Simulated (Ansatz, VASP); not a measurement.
KBr: VASP beside Ansatz

INCAR

```
SYSTEM = KBr
  ALGO = Normal
  EDIFF = 1E-6
  ENCUT = 520
  GGA = PS
  GGA_COMPAT = .False.
  ISIF = 2
  ISMEAR = 0
  LASPH = .True.
  LCHARG = .True.
  LORBIT = 11
  LORBMOM = .True.
  LREAL = .False.
  LSORBIT = .True.
  LVHAR = .True.
  LWAVE = .False.
  MAGMOM = 0 0 0 0 0 0
  NBANDS = 28
  NELM = 150
  PREC = Accurate
  SIGMA = 0.01
```

KPOINTS

```
k-points
0
Gamma
  6 6 6
  0 0 0
```

POSCAR

```
KBr
1.0
    0.0000000000      3.2745285651      3.2909012079
    3.2745285651      0.0000000000      3.2909012079
    3.2745285651      3.2745285651      0.0000000000
K Br
1 1
Direct
    0.0000000000      0.0000000000      0.0000000000
    0.5000000000      0.5000000000      0.5000000000
```

Input for Ansatz:

```yaml
crystal:
  lattice:
    - [0.0, 3.27452856506, 3.29090120788]
    - [3.27452856506, 0.0, 3.29090120788]
    - [3.27452856506, 3.27452856506, 0.0]
  atoms:
    - { symbol: K, position: [0.0, 0.0, 0.0] }
    - { symbol: Br, position: [0.5, 0.5, 0.5] }
kpoints:
  mp_grid: { grid: [6, 6, 6] }
scf:
  occupations: { method: fixed }
  convergence: { dr2_threshold: 1.0e-10 }
hamiltonian:
  xc: pbesol
  pseudopotentials: { kind: all_electron, lapw: { basis_error: 0.0005 } }
magnetization:
  noncollinear: true
  spin_orbit: true
output:
  forces: true
  stress: true
  eigenstates:
    kpoints:
      - [0.0, 0.0, 0.0]
      - [-0.5, 0.0, -0.5]
      - [0.0, -0.5, -0.5]
      - [-0.5, -0.5, 0.0]
      - [-0.5, 0.0, 0.0]
      - [0.0, -0.5, 0.0]
      - [0.0, 0.0, -0.5]
      - [-0.5, -0.5, -0.5]
  eigenvalues: true
```

Change from the starting cell: z stretched by +0.5 %, x and y held.

Alike in both runs: task single point; functional PBEsol; k mesh 6 × 6 × 6; non-collinear spin, spin-orbit coupling.

```csv
,VASP,Ansatz
version,VASP 6.6.1,Ansatz 0.2.0
potentials or method,"VASP PAW PBE potentials, release 64 (K_sv, Br), cutoff 520 eV",all-electron LAPW
occupations,"gaussian, width 0.01 eV",fixed
```

Ansatz gave:

```
pressure (GPa)                                                : -0.1
traceless stress, the component that is largest in VASP (GPa) : -0.10
```

Question: Estimate VASP's values.

Answer: Pressure (GPa): 0.0; traceless stress, the component that is largest in VASP (GPa): -0.10.

VASP's potentials were made for PBE, not for PBEsol. Ansatz ran all-electron here, and VASP with PAW potentials.
